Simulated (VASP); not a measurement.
Crystal: CaB6.

```
Ca B
1.0
     4.14500    0.00000    0.00000
     0.00000    4.14500    0.00000
     0.00000    0.00000    4.14500
Ca B
1 6
Cartesian
  2.0725 2.0725 2.0725
  0.0000 0.0000 1.2145
  0.0000 0.0000 2.9305
  1.2145 0.0000 0.0000
  2.9305 0.0000 0.0000
  0.0000 1.2145 0.0000
  0.0000 2.9305 0.0000
```

| Item | Value |
| --- | --- |
| Program | VASP 6.6.1 |
| Task | relaxation of the atoms |
| Functional | PBEsol |
| Potentials or basis | VASP PAW PBE potentials, release 64 (Ca_sv, B) |
| Cutoff | 520 eV |
| k mesh | 8 × 8 × 8 |
| Occupations | gaussian, width 0.1 eV |
| Spin | no spin polarisation |

At the start: pressure 0.3 GPa; volume 10.17 Å³/atom.

**Question.** How do energy, volume and symmetry change on relaxing?

**Answer.** Over 15 steps the energy falls by 13.1 meV/atom at a fixed cell; space group Pm-3m (No. 221, to 0.1 Å) before and after.

The path:
```csv
step,energy change (eV),largest force (eV/Å),pressure (GPa)
1,0.0000,1.3968,0.28
2,0.3101,2.9921,-2.96
3,-0.0919,0.0105,-1.69
4,-0.0919,0.0169,-1.65
5,-0.0919,0.0167,-1.66
6,-0.0919,0.0153,-1.66
7,-0.0919,0.0150,-1.66
8,-0.0919,0.0150,-1.66
9,-0.0919,0.0149,-1.66
10,-0.0919,0.0148,-1.66
11,-0.0919,0.0145,-1.66
12,-0.0919,0.0140,-1.66
13,-0.0919,0.0130,-1.66
14,-0.0919,0.0110,-1.66
15,-0.0919,0.0069,-1.67
```

Final structure:
```yaml
crystal:
  lattice:
    - [4.14500, 0.00000, 0.00000]
    - [0.00000, 4.14500, 0.00000]
    - [0.00000, 0.00000, 4.14500]
  atoms:
    - { symbol: Ca, position: [0.50000, 0.50000, 0.50000] }
    - { symbol: B, position: [0.00000, 0.00000, 0.29826] }
    - { symbol: B, position: [0.00000, 0.00000, 0.70174] }
    - { symbol: B, position: [0.29826, 0.00000, 0.00000] }
    - { symbol: B, position: [0.70174, 0.00000, 0.00000] }
    - { symbol: B, position: [0.00000, 0.29826, 0.00000] }
    - { symbol: B, position: [0.00000, 0.70174, 0.00000] }
```

Caveat: the PAW data sets were made with another functional, which shifts forces and pressure a little.
